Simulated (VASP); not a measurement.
# AlN (Fm-3m) in VASP: G0W0 quasiparticle levels with HSE06

Aim: the G0W0 quasiparticle levels of AlN with HSE06.

Program: VASP 6.6.1. These are calculated values, not measurements. Logs are shortened: lines on timing, memory, paths and dates and some standing lists are left out, and cuts for length are marked.

## (1) The cell of the first run

Symmetry: Fm-3m, No. 225, cubic system. The conventional cell has a = 4.038 Å, b = 4.038 Å, c = 4.038 Å, α = 90.00°, β = 90.00°, γ = 90.00°. Al (site symmetry m-3m) has 6 N at 2.02 Å within 2.7 Å. Within 2.7 Å of N (site symmetry m-3m) lie 6 Al at 2.02 Å.

## (2) G0W0 quasiparticle levels, HSE06

The input, POSCAR:

```
AlN
1.0
    0.0000000000      2.0188684454      2.0188684454
    2.0188684454      0.0000000000      2.0188684454
    2.0188684454      2.0188684454      0.0000000000
Al N
1 1
Direct
    0.0000000000      0.0000000000      0.0000000000
    0.5000000000      0.5000000000      0.5000000000
```

The input, INCAR.step1:

```
SYSTEM = AlN
ALGO     = Normal         ! electronic algorithm
EDIFF    = 1E-5           ! SCF threshold, eV
ENCUT    = 500            ! plane-wave cutoff, eV
GGA      = PE             ! functional
ISIF     = 2              ! what is computed and relaxed
ISMEAR   = 0              ! smearing method
LASPH    = .TRUE.         ! aspherical terms in the spheres
LCHARG   = .FALSE.        ! write CHGCAR
LREAL    = .FALSE.        ! projectors in reciprocal space
LWAVE    = .TRUE.         ! write WAVECAR
NELM     = 60             ! most SCF steps
PREC     = Accurate       ! precision mode
SIGMA    = 0.02           ! smearing width, eV
```

The input, INCAR.step2:

```
SYSTEM = AlN
ALGO     = Normal         ! electronic algorithm
EDIFF    = 1E-8           ! SCF threshold, eV
ENCUT    = 500            ! plane-wave cutoff, eV
GGA      = PE             ! functional
HFSCREEN = 0.2            ! screening, 1/A
ISMEAR   = 0              ! smearing method
ISTART   = 1            
LASPH    = .TRUE.         ! aspherical terms in the spheres
LCHARG   = .FALSE.        ! write CHGCAR
LHFCALC  = .TRUE.         ! exact exchange
LREAL    = .FALSE.        ! projectors in reciprocal space
LWAVE    = .TRUE.         ! write WAVECAR
NELM     = 60             ! most SCF steps
PREC     = Accurate       ! precision mode
PRECFOCK = Normal       
SIGMA    = 0.01           ! smearing width, eV
```

The input, INCAR.step3:

```
SYSTEM = AlN
ALGO     = Exact          ! electronic algorithm
EDIFF    = 1E-8           ! SCF threshold, eV
ENCUT    = 500            ! plane-wave cutoff, eV
GGA      = PE             ! functional
HFSCREEN = 0.2            ! screening, 1/A
ISMEAR   = 0              ! smearing method
ISTART   = 1            
LASPH    = .TRUE.         ! aspherical terms in the spheres
LCHARG   = .FALSE.        ! write CHGCAR
LHFCALC  = .TRUE.         ! exact exchange
LOPTICS  = .TRUE.         ! frequency-dependent dielectric function
LREAL    = .FALSE.        ! projectors in reciprocal space
LWAVE    = .TRUE.         ! write WAVECAR
NBANDS   = 34             ! bands
NELM     = 1              ! most SCF steps
PREC     = Accurate       ! precision mode
PRECFOCK = Normal       
SIGMA    = 0.01           ! smearing width, eV
```

The input, INCAR.step4:

```
SYSTEM = AlN
ALGO     = EVGW0          ! electronic algorithm
EDIFF    = 1E-8           ! SCF threshold, eV
ENCUT    = 500            ! plane-wave cutoff, eV
ENCUTGW  = 60             ! cutoff of the response function
GGA      = PE             ! functional
HFSCREEN = 0.2            ! screening, 1/A
ISMEAR   = 0              ! smearing method
ISTART   = 1            
LASPH    = .TRUE.         ! aspherical terms in the spheres
LCHARG   = .FALSE.        ! write CHGCAR
LHFCALC  = .TRUE.         ! exact exchange
LREAL    = .FALSE.        ! projectors in reciprocal space
LWAVE    = .FALSE.        ! write WAVECAR
NBANDS   = 34             ! bands
NBANDSGW = 12           
NELMGW   = 1            
NOMEGA   = 48             ! frequency points
PREC     = Accurate       ! precision mode
PRECFOCK = Fast         
SIGMA    = 0.01           ! smearing width, eV
```

The input, KPOINTS:

```
k-points
0
G
  4 4 4
  0 0 0
```

Potentials or basis: VASP PAW PBE potentials, release 64 (Al_GW, N_GW).

Launch:

```bash
$ cat potpaw_PBE.64/Al_GW/POTCAR potpaw_PBE.64/N_GW/POTCAR > POTCAR
$ cp INCAR.step1 INCAR
$ mpirun -np 1 vasp_std > vasp.out
$ cp INCAR.step2 INCAR
$ mpirun -np 1 vasp_std > vasp.out
$ cp INCAR.step3 INCAR
$ mpirun -np 1 vasp_std > vasp.out
$ cp INCAR.step4 INCAR
$ mpirun -np 1 vasp_std > vasp.out
```

OUTCAR:

```text
SYSTEM = AlN
   EDIFF = 1E-8
   ENCUT = 500
   ENCUTGW = 60
   GGA = PE
   HFSCREEN = 0.2
   ISMEAR = 0
   ISTART = 1
   LASPH = .TRUE.
   LHFCALC = .TRUE.
   LREAL = .FALSE.
   NELMGW = 1
   PREC = Accurate
   PRECFOCK = Fast

 ion  position               nearest neighbor table
   1  0.000  0.000  0.000-   2 2.02   2 2.02   2 2.02   2 2.02   2 2.02   2 2.02
   2  0.500  0.500  0.500-   1 2.02   1 2.02   1 2.02   1 2.02   1 2.02   1 2.02

  LATTYP: Found a face centered cubic cell.
 ALAT       =     4.0377368908

  Lattice vectors:

 A1 = (   0.0000000000,   2.0188684454,   2.0188684454)
 A2 = (   2.0188684454,   0.0000000000,   2.0188684454)
 A3 = (   2.0188684454,   2.0188684454,   0.0000000000)

Analysis of symmetry for initial positions (statically):
=====================================================================
 Subroutine PRICEL returns:
 Original cell was already a primitive cell.

 Routine SETGRP: Setting up the symmetry group for a
 face centered cubic supercell.

 Subroutine GETGRP returns: Found 48 space group operations
 (whereof 48 operations were pure point group operations)
 out of a pool of 48 trial point group operations.

The static configuration has the point symmetry O_h .

Analysis of symmetry for dynamics (positions and initial velocities):
=====================================================================
 Subroutine PRICEL returns:
 Original cell was already a primitive cell.

 Routine SETGRP: Setting up the symmetry group for a
 face centered cubic supercell.

 Subroutine GETGRP returns: Found 48 space group operations
 (whereof 48 operations were pure point group operations)
 out of a pool of 48 trial point group operations.

The dynamic configuration has the point symmetry O_h .

 Subroutine INISYM returns: Found 48 space group operations
 (whereof 48 operations are pure point group operations),
 and found     1 'primitive' translations

----------------------------------------------------------------------------------------

                                     Primitive cell

  volume of cell :      16.4571

  direct lattice vectors                    reciprocal lattice vectors
     0.000000000  2.018868445  2.018868445    -0.247663488  0.247663488  0.247663488
     2.018868445  0.000000000  2.018868445     0.247663488 -0.247663488  0.247663488
     2.018868445  2.018868445  0.000000000     0.247663488  0.247663488 -0.247663488

  length of vectors
     2.855111136  2.855111136  2.855111136     0.428965744  0.428965744  0.428965744

  position of ions in fractional coordinates (direct lattice)
     0.000000000  0.000000000  0.000000000
     0.500000000  0.500000000  0.500000000

  ion indices of the primitive-cell ions
   primitive index   ion index
                 1           1
                 2           2

----------------------------------------------------------------------------------------

 KPOINTS: k-points

Automatic generation of k-mesh.
 Grid dimensions read from file:
 generate k-points for:    4    4    4

 Generating k-lattice:

  Cartesian coordinates                     Fractional coordinates (reciprocal lattice)
    -0.061915872  0.061915872  0.061915872     0.250000000  0.000000000  0.000000000
     0.061915872 -0.061915872  0.061915872     0.000000000  0.250000000  0.000000000
     0.061915872  0.061915872 -0.061915872     0.000000000  0.000000000  0.250000000

  Length of vectors
     0.107241436  0.107241436  0.107241436

  Shift w.r.t. Gamma in fractional coordinates (k-lattice)
     0.000000000  0.000000000  0.000000000

 Subroutine IBZKPT returns following result:
 ===========================================

 Found      8 irreducible k-points:

 Following reciprocal coordinates:
            Coordinates               Weight
  0.000000  0.000000  0.000000      1.000000
  0.250000  0.000000  0.000000      8.000000
  0.500000  0.000000  0.000000      4.000000
  0.250000  0.250000  0.000000      6.000000
  0.500000  0.250000  0.000000     24.000000
 -0.250000  0.250000  0.000000     12.000000
  0.500000  0.500000  0.000000      3.000000
 -0.250000  0.500000  0.250000      6.000000
   k-points           NKPTS =      8   k-points in BZ     NKDIM =     64   number of bands    NBANDS=     34
   number of dos      NEDOS =    301   number of ions     NIONS =      2
   total plane-waves  NPLWV =  13824
   dimension x,y,z NGX =    24 NGY =   24 NGZ =   24
   dimension x,y,z NGXF=    48 NGYF=   48 NGZF=   48
   ions per type =               1   1
   NGX,Y,Z   is equivalent  to a cutoff of  13.97, 13.97, 13.97 a.u.
   NGXF,Y,Z  is equivalent  to a cutoff of  27.95, 27.95, 27.95 a.u.
 SYSTEM =  AlN
   PREC   = accura    normal or accurate (medium, high low for compatibility)
   ISTART =      1    job   : 0-new  1-cont  2-samecut
   ICHARG =      0    charge: 1-file 2-atom 10-const
   ISPIN  =      1    spin polarized calculation?
   LNONCOLLINEAR =      F non collinear calculations
   LSORBIT =      F    spin-orbit coupling
   LASPH  =      T    aspherical Exc in radial PAW
   ENCUT  =  500.0 eV  36.75 Ry    6.06 a.u.   5.21  5.21  5.21*2*pi/ulx,y,z
   NELM   =     60;   NELMIN=  2; NELMDL=  0     # of ELM steps
   EDIFF  = 0.1E-07   stopping-criterion for ELM
   LREAL  =      F    real-space projection
   EDIFFG = 0.1E-06   stopping-criterion for IOM
   NSW    =      0    number of steps for IOM
   IBRION =     -1    ionic relax: 0-MD 1-quasi-New 2-CG
   NFREE  =      0    steps in history (QN), initial steepest desc. (CG)
   ISIF   =      0    stress and relaxation
   ISYM   =      3    0-nonsym 1-usesym 2-fastsym
   POTIM  = 0.5000    time-step for ionic-motion
   TEBEG  =    0.0;   TEEND  =   0.0 temperature during run
   PSTRESS=    0.0 pullay stress
   NELECT =       8.0000    total number of electrons
   NUPDOWN=      -1.0000    fix difference up-down
   EMIN   =  10.00;   EMAX   =-10.00  energy-range for DOS
   EFERMI =   0.00;   METHOD = LEGACY
   ISMEAR =     0;   SIGMA  =   0.01  broadening in eV -4-tet -1-fermi 0-gaus
   EFERMI_NEDOS =   21; number of points for ismear=-14 and -15
   IALGO  =     38    algorithm
   IMIX   =      1    mixing-type and parameters
     AMIX     =   0.40;   BMIX     =  1.00
     AMIX_MAG =   1.60;   BMIX_MAG =  1.00
  volume/ion in A,a.u.               =       8.23        55.53
  Fermi-wavevector in a.u.,A,eV,Ry     =   1.287222  2.432497 22.544046  1.656941
  Thomas-Fermi vector in A             =   2.419249
   LORBIT       =      0    0 simple, 1 ext, 2 COOP (PROOUT), +10 PAW based schemes
   GGA     = PE    functional components
   LHFCALC =     T    Hartree Fock is set to
   PRECFOCK=fast      Normal, Fast or Accurate (Low or Medium for compatibility)
   ENCUT4O =  -1.0   cutoff for four orbital integrals eV
   NKREDX  =     1    reduce k-point grid by
   NKREDY  =     1    reduce k-point grid by
   NKREDZ  =     1    reduce k-point grid by
   AEXX    =    1.0000 exact exchange contribution
   HFSCREEN=    0.0000 screening length (either q_TF or 0.3 A-1)
   HFSCREENC=   0.2000 screening length for correlation (either q_TF or 0.3 A-1)
   ENCUTFOCK=  -1.0 apply spherical cutoff to Coloumb kernel
   IVDW    =     0    specifies the selected vdW correction
   LEPSILON=     F    determine dielectric tensor
   LRPA    =     F    only Hartree local field effects (RPA)
   LRPAFORCE           =     F    calculate RPA forces
   ENCUTGW             =  60.0    cutoff for response function in eV
   ENCUTGWSOFT         =  48.0    soft cutoff for Coulomb kernel in GW response function in eV
   ENCUTLF             =  -1.0    cutoff for local field effects
   NELMGW              =     1    number of iterations in solving QP/BSE equation
   NELMHF              =     1    number of iterations in the inner HF iteration
   NKREDLFX            =     1    NKREDLFY  =   1   NKREDLFZ  =   1
 non-spin polarized calculation
 Gauss-broadening in eV      SIGMA  =   0.01
  energy-cutoff  :      500.00
  volume of cell :       16.46
 maximum number of plane-waves:       444
 NGX is ok and might be reduce to    24
  NGX = 12; NGY = 12; NGZ = 12
 maximum number of plane-waves:        22
 NGX is ok and might be reduce to    10

 QP shifts <psi_nk| G(iteration)W_0 |psi_nk>: iteration 1
 for sc-GW calculations column KS-energies equals QP-energies in previous step
 and V_xc(KS)=  KS-energies - (<T + V_ion + V_H > + <T+V_H+V_ion>^1  + <V_x>^1)

 k-point   1 :       0.0000    0.0000    0.0000
  band No.  KS-energies  QP-energies   sigma(KS)   V_xc(KS)     V^pw_x(r,r')   Z            occupation Imag(sigma)

      1     -11.3695     -11.1279     -16.9672     -17.2761     -25.0033       0.7823       2.0000       1.3657
      2       7.8667       8.2487     -17.7889     -18.2519     -21.2898       0.8251       2.0000       0.1001
      3       7.8667       8.2487     -17.7889     -18.2519     -21.2898       0.8251       2.0000       0.1001
      4       7.8667       8.2487     -17.7889     -18.2519     -21.2898       0.8251       2.0000       0.1001
      5      15.1935      15.9691     -12.9110     -13.8402      -8.5547       0.8347       0.0000      -0.1047
      6      21.6238      22.2932      -9.1980      -9.9944      -4.4730       0.8405       0.0000      -0.1253
      7      21.6238      22.2932      -9.1980      -9.9944      -4.4730       0.8405       0.0000      -0.1253
      8      21.6238      22.2932      -9.1980      -9.9944      -4.4730       0.8405       0.0000      -0.1253
      9      26.8774      26.9739      -8.6091      -8.7303      -2.5807       0.7955       0.0000      -0.3150
     10      27.4859      28.3298      -9.5923     -10.6122      -4.5101       0.8274       0.0000      -0.2064
     11      27.4859      28.3298      -9.5923     -10.6122      -4.5101       0.8274       0.0000      -0.2064
     12      28.8923      29.4820      -9.1183      -9.8633      -2.8253       0.7915       0.0000      -0.4373

 k-point   2 :       0.2500    0.0000    0.0000
  band No.  KS-energies  QP-energies   sigma(KS)   V_xc(KS)     V^pw_x(r,r')   Z            occupation Imag(sigma)
[... 97 lines left out ...]
      1      -6.6610      -6.2822     -18.8223     -19.3182     -26.3944       0.7637       2.0000       0.7644
      2       1.6702       1.6512     -15.3986     -15.3750     -19.5042       0.8016       2.0000       0.1651
      3       1.6702       1.6512     -15.3986     -15.3750     -19.5042       0.8016       2.0000       0.1651
      4       3.6857       3.7615     -15.7251     -15.8184     -19.4147       0.8130       2.0000       0.1321
      5      17.6445      18.6440     -11.2783     -12.4748      -7.0671       0.8353       0.0000      -0.1093
      6      20.3417      21.2567     -11.3968     -12.5055      -6.7236       0.8254       0.0000      -0.1324
      7      20.3417      21.2567     -11.3968     -12.5055      -6.7236       0.8254       0.0000      -0.1324
      8      21.9521      22.6669      -9.9291     -10.7996      -4.7198       0.8212       0.0000      -0.1614
      9      29.3501      30.0438     -10.2660     -11.1456      -3.9951       0.7886       0.0000      -0.4074
     10      29.3501      30.0438     -10.2660     -11.1456      -3.9951       0.7886       0.0000      -0.4074
     11      35.1994      36.0010     -10.3397     -11.3164      -4.1058       0.8208       0.0000      -0.7205
     12      38.1093      38.6127      -7.9382      -8.5616      -1.3908       0.8075       0.0000      -0.7827
```

Wall time 2.9 min (1 thread of Intel Xeon Platinum 8559C (Emerald Rapids), shared host); peak memory 0.28 GiB.

What came out:

```
Quasiparticle gap                                   : 6.38 eV
Least direct quasiparticle gap                      : 7.72 eV
Band gap of the starting levels on the mesh         : 6.06 eV
Least direct gap of the starting levels on the mesh : 7.33 eV
```

Caveat: the k points lie up to 0.67 Å⁻¹ apart; bands, screening cutoff and mesh are small and nothing is extrapolated, so the quasiparticle values aren't converged.
